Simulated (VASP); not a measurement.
# BP (F-43m) in VASP: notebook

Aim: see how the results for BP move with the level of theory and the settings. Levels: BLYP, PBE, PBE+D4, PBEsol+D3(BJ). Tasks: single point, relaxation of cell and atoms.

Program: VASP 6.6.1. These are calculated values, not measurements. Logs are shortened: lines on timing, memory, paths and dates and some standing lists are left out, and cuts for length are marked.

## 1. The cell of the first run

Symmetry: F-43m, No. 216, cubic system. The conventional cell has a = 4.596 Å, b = 4.596 Å, c = 4.596 Å, α = 90.00°, β = 90.00°, γ = 90.00°. P (site symmetry -43m) has 4 B at 1.99 Å within 2.6 Å. B (site symmetry -43m) has 4 P at 1.99 Å within 2.6 Å.

## 2. Single point, BLYP

INCAR

```
AGGAC = 1.0
AGGAX = 1.0
ALDAC = 0.0
ALDAX = 1.0
ALGO = Normal
EDIFF = 1E-7
ENCUT = 520
GGA = B5
ISIF = 2
ISMEAR = -1
LASPH = True
LCHARG = False
LREAL = False
LWAVE = False
NBANDS = 11
NELM = 100
PREC = Accurate
SIGMA = 0.05
```

KPOINTS

```
k-points
0
Gamma
  10 10 10
```

POSCAR

```
BP
1.0
    0.0000000000      2.2980397078      2.2980397078
    2.2980397078      0.0000000000      2.2980397078
    2.2980397078      2.2980397078      0.0000000000
P B
1 1
Direct
    0.7500000000      0.7500000000      0.7500000000
    0.0000000000      0.0000000000      0.0000000000
```

Potentials or basis: VASP PAW PBE potentials, release 64 (P, B).

On the command line:

```console
> cat potpaw_PBE.64/P/POTCAR potpaw_PBE.64/B/POTCAR > POTCAR
> mpirun -np 1 vasp_std > vasp.out
```

OUTCAR:

```text
EDIFF = 1E-7
   ENCUT = 520
   GGA = B5
   ISIF = 2
   ISMEAR = -1
   LASPH = True
   LREAL = False
   NELM = 100
   PREC = Accurate

 ion  position               nearest neighbor table
   1  0.750  0.750  0.750-   2 1.99   2 1.99   2 1.99   2 1.99
   2  0.000  0.000  0.000-   1 1.99   1 1.99   1 1.99   1 1.99

  LATTYP: Found a face centered cubic cell.
 ALAT       =     4.5960794156

  Lattice vectors:

 A1 = (   0.0000000000,   2.2980397078,   2.2980397078)
 A2 = (   2.2980397078,   0.0000000000,   2.2980397078)
 A3 = (   2.2980397078,   2.2980397078,   0.0000000000)

Analysis of symmetry for initial positions (statically):
=====================================================================
 Subroutine PRICEL returns:
 Original cell was already a primitive cell.

 Routine SETGRP: Setting up the symmetry group for a
 face centered cubic supercell.

 Subroutine GETGRP returns: Found 24 space group operations
 (whereof 24 operations were pure point group operations)
 out of a pool of 48 trial point group operations.

The static configuration has the point symmetry T_d .

Analysis of symmetry for dynamics (positions and initial velocities):
=====================================================================
 Subroutine PRICEL returns:
 Original cell was already a primitive cell.

 Routine SETGRP: Setting up the symmetry group for a
 face centered cubic supercell.

 Subroutine GETGRP returns: Found 24 space group operations
 (whereof 24 operations were pure point group operations)
 out of a pool of 48 trial point group operations.

The dynamic configuration has the point symmetry T_d .

 Subroutine INISYM returns: Found 24 space group operations
 (whereof 24 operations are pure point group operations),
 and found     1 'primitive' translations

----------------------------------------------------------------------------------------

                                     Primitive cell

  volume of cell :      24.2718

  direct lattice vectors                    reciprocal lattice vectors
     0.000000000  2.298039708  2.298039708    -0.217576745  0.217576745  0.217576745
     2.298039708  0.000000000  2.298039708     0.217576745 -0.217576745  0.217576745
     2.298039708  2.298039708  0.000000000     0.217576745  0.217576745 -0.217576745

  length of vectors
     3.249918922  3.249918922  3.249918922     0.376853977  0.376853977  0.376853977

  position of ions in fractional coordinates (direct lattice)
     0.750000000  0.750000000  0.750000000
     0.000000000  0.000000000  0.000000000

  ion indices of the primitive-cell ions
   primitive index   ion index
                 1           1
                 2           2

----------------------------------------------------------------------------------------

 KPOINTS: k-points

Automatic generation of k-mesh.
 Grid dimensions read from file:
 generate k-points for:   10   10   10

 Generating k-lattice:

  Cartesian coordinates                     Fractional coordinates (reciprocal lattice)
    -0.021757675  0.021757675  0.021757675     0.100000000  0.000000000  0.000000000
     0.021757675 -0.021757675  0.021757675     0.000000000  0.100000000  0.000000000
     0.021757675  0.021757675 -0.021757675     0.000000000  0.000000000  0.100000000

  Length of vectors
     0.037685398  0.037685398  0.037685398

  Shift w.r.t. Gamma in fractional coordinates (k-lattice)
     0.000000000  0.000000000  0.000000000

 Subroutine IBZKPT returns following result:
 ===========================================

 Found     47 irreducible k-points:

 Following reciprocal coordinates:
            Coordinates               Weight
  0.000000  0.000000  0.000000      1.000000
  0.100000  0.000000  0.000000      8.000000
  0.200000  0.000000  0.000000      8.000000
  0.300000  0.000000  0.000000      8.000000
  0.400000  0.000000  0.000000      8.000000
  0.500000  0.000000  0.000000      4.000000
[... 16 lines left out ...]
  0.300000  0.300000  0.000000      6.000000
  0.400000  0.300000  0.000000     24.000000
 [... further k-points ...]
   k-points           NKPTS =     47   k-points in BZ     NKDIM =     47   number of bands    NBANDS=     11
   number of dos      NEDOS =    301   number of ions     NIONS =      2
   total plane-waves  NPLWV =  13824
   dimension x,y,z NGX =    24 NGY =   24 NGZ =   24
   dimension x,y,z NGXF=    48 NGYF=   48 NGZF=   48
   ions per type =               1   1
   NGX,Y,Z   is equivalent  to a cutoff of  12.28, 12.28, 12.28 a.u.
   NGXF,Y,Z  is equivalent  to a cutoff of  24.55, 24.55, 24.55 a.u.
 SYSTEM =  unknown system
   PREC   = accura    normal or accurate (medium, high low for compatibility)
   ISTART =      0    job   : 0-new  1-cont  2-samecut
   ICHARG =      2    charge: 1-file 2-atom 10-const
   ISPIN  =      1    spin polarized calculation?
   LNONCOLLINEAR =      F non collinear calculations
   LSORBIT =      F    spin-orbit coupling
   LASPH  =      T    aspherical Exc in radial PAW
   ENCUT  =  520.0 eV  38.22 Ry    6.18 a.u.   6.04  6.04  6.04*2*pi/ulx,y,z
   NELM   =    100;   NELMIN=  2; NELMDL= -5     # of ELM steps
   EDIFF  = 0.1E-06   stopping-criterion for ELM
   LREAL  =      F    real-space projection
   EDIFFG = 0.1E-05   stopping-criterion for IOM
   NSW    =      0    number of steps for IOM
   IBRION =     -1    ionic relax: 0-MD 1-quasi-New 2-CG
   NFREE  =      0    steps in history (QN), initial steepest desc. (CG)
   ISIF   =      2    stress and relaxation
   ISYM   =      2    0-nonsym 1-usesym 2-fastsym
   POTIM  = 0.5000    time-step for ionic-motion
   TEBEG  =    0.0;   TEEND  =   0.0 temperature during run
   PSTRESS=    0.0 pullay stress
   NELECT =       8.0000    total number of electrons
   NUPDOWN=      -1.0000    fix difference up-down
   EMIN   =  10.00;   EMAX   =-10.00  energy-range for DOS
[... 5 lines left out ...]
     AMIX     =   0.40;   BMIX     =  1.00
     AMIX_MAG =   1.60;   BMIX_MAG =  1.00
  volume/ion in A,a.u.               =      12.14        81.90
  Fermi-wavevector in a.u.,A,eV,Ry     =   1.130847  2.136992 17.399343  1.278816
  Thomas-Fermi vector in A             =   2.267545
   LORBIT       =      0    0 simple, 1 ext, 2 COOP (PROOUT), +10 PAW based schemes
   GGA     = B5    functional components
   LHFCALC =     F    Hartree Fock is set to
   AEXX    =    0.0000 exact exchange contribution
   IVDW    =     0    specifies the selected vdW correction
   LEPSILON=     F    determine dielectric tensor
   LRPA    =     F    only Hartree local field effects (RPA)
 non-spin polarized calculation
  energy-cutoff  :      520.00
  volume of cell :       24.27
 maximum number of plane-waves:       666
   NGX = 13   NGY = 13   NGZ = 13

 number of electron       7.9999999 magnetization

 Free energy of the ion-electron system (eV)
  ---------------------------------------------------
  ext. energy  EPLUGINS =         0.00000000
  ---------------------------------------------------
  free energy    TOTEN  =       -11.58023031 eV

  energy without entropy =      -11.58023031  energy(sigma->0) =      -11.58023031

 E-fermi :   8.1080     XC(G=0): -10.0637

 val. band max:        7.3358529993   @ k =   0.0000   0.0000   0.0000
 cond. band min:       8.9145185814   @ k =   0.4000   0.4000   0.0000
 fundamental gap:      1.5786655821
 Fermi energy:         8.1080346823

 k-point     1 :       0.0000    0.0000    0.0000
  band No.  band energies     occupation
      1      -7.6228      2.00000
      2       7.3359      2.00000
      3       7.3359      2.00000
      4       7.3359      2.00000
      5      10.8577      0.00000
      6      10.8577      0.00000
      7      10.8577      0.00000
      8      14.2072      0.00000
      9      18.9983      0.00000
     10      19.6210      0.00000
     11      19.6210      0.00000

 k-point     2 :       0.1000    0.0000    0.0000
  band No.  band energies     occupation
      1      -7.4501      2.00000
      2       6.1086      2.00000
      3       7.0650      2.00000
      4       7.0650      2.00000
      5      11.2338      0.00000
      6      11.2383      0.00000
      7      11.2383      0.00000
      8      14.7606      0.00000
      9      18.9876      0.00000
     10      18.9876      0.00000
     11      19.5270      0.00000

 k-point     3 :       0.2000    0.0000    0.0000
  band No.  band energies     occupation
      1      -6.9395      2.00000
      2       3.8711      2.00000
      3       6.5384      2.00000
      4       6.5384      2.00000
      5      11.3638      0.00000
      6      11.9362      0.00000
      7      11.9362      0.00000
      8      16.0503      0.00000
      9      18.4104      0.00000
     10      18.4104      0.00000
     11      20.3595      0.00000

 k-point     4 :       0.3000    0.0000    0.0000
  band No.  band energies     occupation
      1      -6.1238      2.00000
      2       1.6132      2.00000
      3       6.0687      2.00000
      4       6.0687      2.00000
      5      11.2365      0.00000
      6      12.3088      0.00000
      7      12.3088      0.00000
      8      17.1893      0.00000
      9      18.9169      0.00000
     10      18.9169      0.00000
     11      20.5430      0.00000
[... 239 lines left out ...]
 k-point    22 :      -0.2000    0.2000    0.0000
  band No.  band energies     occupation
      1      -5.8452      2.00000
      2       2.2696      2.00000
      3       3.4513      2.00000
      4       6.1561      2.00000
      5      11.8966      0.00000
      6      12.7187      0.00000
      7      13.6890      0.00000
      8      15.5913      0.00000
      9      17.1128      0.00000
     10      20.8882      0.00000
     11      22.7993      0.00000

 k-point    23 :       0.3000    0.3000    0.0000
  band No.  band energies     occupation
      1      -5.6010      2.00000
      2       2.6057      2.00000
      3       4.3170      2.00000
      4       4.3170      2.00000
      5       9.1522      0.00000
      6      11.5783      0.00000
      7      16.0421      0.00000
      8      16.0421      0.00000
      9      19.9546      0.00000
     10      21.8057      0.00000
     11      23.6421      0.00000

 k-point    24 :       0.4000    0.3000    0.0000
  band No.  band energies     occupation
      1      -4.8197      2.00000
      2       1.3438      2.00000
      3       3.5508      2.00000
      4       4.0336      2.00000
      5       9.4419      0.00000
      6      11.2680      0.00000
      7      16.6201      0.00000
      8      16.6773      0.00000
      9      20.9400      0.00000
     10      22.6144      0.00000
     11      24.0261      0.00000

 [... further k-points ...]
[... 5 lines left out ...]
  --------------------------------------------------------------------------------------
  -------------------------------------------------------------------------------------
  Total       -0.0278037     -0.0278037     -0.0278037      0.0000000      0.0000000      0.0000000
  in kB       -1.8353129     -1.8353129     -1.8353129      0.0000000      0.0000000      0.0000000
  external PRESSURE =      -1.8353129 kB  Pullay stress =       0.0000000 kB

 VOLUME and BASIS-vectors are now :
 -----------------------------------------------------------------------------
  energy-cutoff  :      520.00
  volume of cell :       24.27
      direct lattice vectors                 reciprocal lattice vectors
     0.000000000  2.298039708  2.298039708    -0.217576745  0.217576745  0.217576745
     2.298039708  0.000000000  2.298039708     0.217576745 -0.217576745  0.217576745
     2.298039708  2.298039708  0.000000000     0.217576745  0.217576745 -0.217576745

 POSITION                                       TOTAL-FORCE (eV/Angst)
 -----------------------------------------------------------------------------------
      3.44706      3.44706      3.44706        -0.000000      0.000000     -0.000000
      0.00000      0.00000      0.00000         0.000000     -0.000000      0.000000
 -----------------------------------------------------------------------------------
    total drift:                               -0.000000     -0.000000     -0.000000

  FREE ENERGIE OF THE ION-ELECTRON SYSTEM (eV)
  ---------------------------------------------------
  free  energy   TOTEN  =       -11.5802303092 eV

  energy  without entropy=      -11.5802303072  energy(sigma->0) =      -11.58023031
```

Wall time 31 s (1 thread of AMD EPYC 7R43 (Zen 3), shared host); peak memory 0.09 GiB.

Results:

* Free energy: -11.5802 eV
* Pressure: -0.2 GPa
* Band gap on the k mesh: 1.58 eV, indirect (least direct gap 3.52 eV)

Caveat: the PAW data sets were made with another functional, which shifts forces and pressure a little.

## 3. Relaxation of cell and atoms, PBE

This run uses another cell than the first one, of 11.68 Å³/atom, 0.963 times its volume.

INCAR

```
ALGO = Normal
EDIFF = 1E-6
EDIFFG = -0.01
ENCUT = 600
GGA = PE
IBRION = 2
ISIF = 3
ISMEAR = -1
LASPH = True
LCHARG = False
LREAL = False
LWAVE = False
NELM = 100
NSW = 80
PREC = Accurate
SIGMA = 0.05
```

KPOINTS is that of step 2.

POSCAR

```
BP
1.0
    0.0000000000      2.2690000000      2.2690000000
    2.2690000000      0.0000000000      2.2690000000
    2.2690000000      2.2690000000      0.0000000000
P B
1 1
Direct
    0.7500000000      0.7500000000      0.7500000000
    0.0000000000      0.0000000000      0.0000000000
```

Potentials or basis: VASP PAW PBE potentials, release 64 (P, B).

On the command line:

```console
> cat potpaw_PBE.64/P/POTCAR potpaw_PBE.64/B/POTCAR > POTCAR
> mpirun -np 1 vasp_std > vasp.out
```

OUTCAR:

```text
EDIFF = 1E-6
   EDIFFG = -0.01
   ENCUT = 600
   GGA = PE
   IBRION = 2
   ISIF = 3
   ISMEAR = -1
   LASPH = True
   LREAL = False
   NELM = 100
   NSW = 80
   PREC = Accurate

 ion  position               nearest neighbor table
   1  0.750  0.750  0.750-   2 1.97   2 1.97   2 1.97   2 1.97
   2  0.000  0.000  0.000-   1 1.97   1 1.97   1 1.97   1 1.97

  LATTYP: Found a face centered cubic cell.
 ALAT       =     4.5380000000

  Lattice vectors:

 A1 = (   0.0000000000,   2.2690000000,   2.2690000000)
 A2 = (   2.2690000000,   0.0000000000,   2.2690000000)
 A3 = (   2.2690000000,   2.2690000000,   0.0000000000)

Analysis of symmetry for initial positions (statically):
=====================================================================
 Subroutine PRICEL returns:
[... 251 lines left out ...]

  energy without entropy =      -12.93243692  energy(sigma->0) =      -12.93243694

 E-fermi :   7.9729     XC(G=0): -10.8837

 val. band max:        7.3678803349   @ k =   0.0000   0.0000   0.0000
 cond. band min:       8.6147462838   @ k =   0.4000   0.4000   0.0000
 fundamental gap:      1.2468659490
 Fermi energy:         7.9728954750

 k-point     1 :       0.0000    0.0000    0.0000
  band No.  band energies     occupation
      1      -8.0434      2.00000
      2       7.3679      1.99999
      3       7.3679      1.99999
      4       7.3679      1.99999
      5      10.7606      0.00000
      6      10.7606      0.00000
      7      10.7606      0.00000
      8      14.6595      0.00000
[... 243 lines left out ...]
 k-point    24 :       0.4000    0.3000    0.0000
  band No.  band energies     occupation
      1      -5.1184      2.00000
      2       1.2198      2.00000
      3       3.3399      2.00000
      4       3.8697      2.00000
      5       9.1838      0.00000
      6      10.9927      0.00000
      7      16.8071      0.00000
      8      16.8210      0.00000

 [... further k-points ...]
[... 5 lines left out ...]
  --------------------------------------------------------------------------------------
  -------------------------------------------------------------------------------------
  Total        0.0011413      0.0011413      0.0011413     -0.0000000      0.0000000      0.0000000
  in kB        0.0778375      0.0778375      0.0778375     -0.0000000      0.0000000      0.0000000
  external PRESSURE =       0.0778375 kB  Pullay stress =       0.0000000 kB
[... 17 lines left out ...]
  FREE ENERGIE OF THE ION-ELECTRON SYSTEM (eV)
  ---------------------------------------------------
  free  energy   TOTEN  =       -12.9324369682 eV

  energy  without entropy=      -12.9324369211  energy(sigma->0) =      -12.93243694

 reached required accuracy - stopping structural energy minimisation
```

CONTCAR:

```text
BP
   1.00000000000000
    -0.0000000000000000    2.2731332142509300    2.2731332142509300
     2.2731332142509300    0.0000000000000000    2.2731332142509300
     2.2731332142509300    2.2731332142509300    0.0000000000000000
  P               B
     1     1
Direct
     0.7500000000000000    0.7500000000000000    0.7500000000000000
     0.0000000000000000    0.0000000000000000    0.0000000000000000

  0.00000000E+00  0.00000000E+00  0.00000000E+00
  0.00000000E+00  0.00000000E+00  0.00000000E+00
```

It took 52 s on 1 thread of AMD EPYC 7R43 (Zen 3), shared host; peak memory 0.12 GiB.

What came out:

```yaml
Free_energy: -12.9324 eV
Relaxed_volume: 11.75 Å³/atom
Relaxed_cell: a = 3.215 Å, b = 3.215 Å, c = 3.215 Å, α = 60.00°, β = 60.00°, γ = 60.00°
Space_group_after_relaxing_to_0.05_Å: F-43m (No. 216)
Energy_gained_by_relaxing: 0.2 meV/atom
Ionic_steps: 3
Pressure_after_relaxing: 0.0 GPa
Band_gap_on_the_k_mesh: 1.25 eV, indirect (least direct gap 3.39 eV)
```

Step by step:
```
step  energy change (eV)  largest force (eV/Å)  pressure (GPa)  volume (Å³)
   1              0.0000                0.0000            0.90        23.36
   2             -0.0002                0.0000           -0.63        23.58
   3             -0.0004                0.0000            0.01        23.49
```

Final structure:
```yaml
crystal:
  lattice:
    - [0.00000, 2.27313, 2.27313]
    - [2.27313, 0.00000, 2.27313]
    - [2.27313, 2.27313, 0.00000]
  atoms:
    - { symbol: P, position: [0.75000, 0.75000, 0.75000] }
    - { symbol: B, position: [0.00000, 0.00000, 0.00000] }
```

## 4. Relaxation of cell and atoms, PBE+D4

This run uses another cell than the first one, of 11.68 Å³/atom, 0.963 times its volume.

INCAR

```
ALGO = Normal ; EDIFF = 1E-6
EDIFFG = -0.01 ; ENCUT = 600
GGA = PE ; IBRION = 2
ISIF = 3 ; ISMEAR = -1
IVDW = 13 ; LASPH = T
LCHARG = F ; LREAL = F
LWAVE = F ; NELM = 60
NSW = 80 ; PREC = Accurate
SIGMA = 0.05
```

KPOINTS is that of step 3.

POSCAR is that of step 3.

On the command line:

```console
> cat potpaw_PBE.64/P/POTCAR potpaw_PBE.64/B/POTCAR > POTCAR
> mpirun -np 1 vasp_std > vasp.out
```

It took 64 s on 1 thread of AMD EPYC 7R43 (Zen 3), shared host; peak memory 0.12 GiB.

The run converged. Its results:

```yaml
Free_energy: -13.6460 eV
Relaxed_volume: 11.40 Å³/atom
Relaxed_cell: a = 3.183 Å, b = 3.183 Å, c = 3.183 Å, α = 60.00°, β = 60.00°, γ = 60.00°
Space_group_after_relaxing_to_0.05_Å: F-43m (No. 216)
Energy_gained_by_relaxing: 3.5 meV/atom
Ionic_steps: 3
Pressure_after_relaxing: 0.0 GPa
Band_gap_on_the_k_mesh: 1.21 eV, indirect (least direct gap 3.44 eV)
Dispersion_energy_per_atom: -0.362 eV
```

Step by step:
| step | energy change (eV) | largest force (eV/Å) | pressure (GPa) | volume (Å³) |
| --- | --- | --- | --- | --- |
| 1 | 0.0000 | 0.0000 | -3.91 | 23.36 |
| 2 | -0.0031 | 0.0000 | 3.11 | 22.41 |
| 3 | -0.0069 | 0.0000 | 0.01 | 22.81 |

Final structure:
```
P B
1.0
     0.00000    2.25091    2.25091
     2.25091    0.00000    2.25091
     2.25091    2.25091    0.00000
P B
1 1
Direct
  0.75000 0.75000 0.75000
  0.00000 0.00000 0.00000
```

Levels at points of the mesh, in eV from the valence-band top:
```csv
k point,band 2,band 3,band 4,band 5,band 6,band 7
"(0.00, 0.00, 0.00)",0.00,0.00,0.00,3.44,3.44,3.44
"(0.50, 0.00, 0.00)",-9.21,-1.79,-1.79,3.93,4.73,4.73
"(0.50, 0.50, 0.00)",-8.71,-4.20,-4.20,1.28,1.64,12.35
```

A k mesh can miss the band edges. As with any semilocal functional, this PBE gap is likely too small.

[end of part 1 of 2]
